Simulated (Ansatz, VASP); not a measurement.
## Se: VASP beside Ansatz

```xyz
3
Lattice="4.3516 0.0000 0.0000 -2.1758 3.7686 0.0000 0.0000 0.0000 4.9370" Properties=species:S:1:pos:R:3 pbc="T T T"
Se    0.9809    0.0000    1.6457
Se   -0.4904    0.8494    3.2914
Se    1.6854    2.9192    0.0000
```

Change from the starting cell: volume scaled by 0.99, crystal datasets.

Alike in both runs: task electric field gradients; functional PBEsol; k mesh 6 × 6 × 5; occupations fermi-dirac, width 0.03 eV; no spin polarisation.

|  | VASP | Ansatz |
| --- | --- | --- |
| version | VASP 6.6.1 | Ansatz 0.2.0 |
| potentials or method | VASP PAW PBE potentials, release 64 (Se), cutoff 520 eV | all-electron PAW with datasets made for the crystal, scalar-relativistic |

```csv
,VASP,Ansatz,Ansatz less VASP
gap on the k mesh at the Fermi level (eV),1.23,1.23,+0.008
pressure (GPa),1.0,0.7,-0.21
"traceless stress, the component that is largest in VASP (GPa)",1.26,1.18,-0.080
rms of the force components (eV/Å),0.253,0.223,-0.0300
size of Vzz on the site where it differs most (V/Å²),486.7,509.4,+22.66
```

VASP's potentials were made for PBE, not for PBEsol. Atom by atom the forces differ by 0.030 eV/Å (rms over components). Ansatz ran all-electron here, and VASP with PAW potentials.
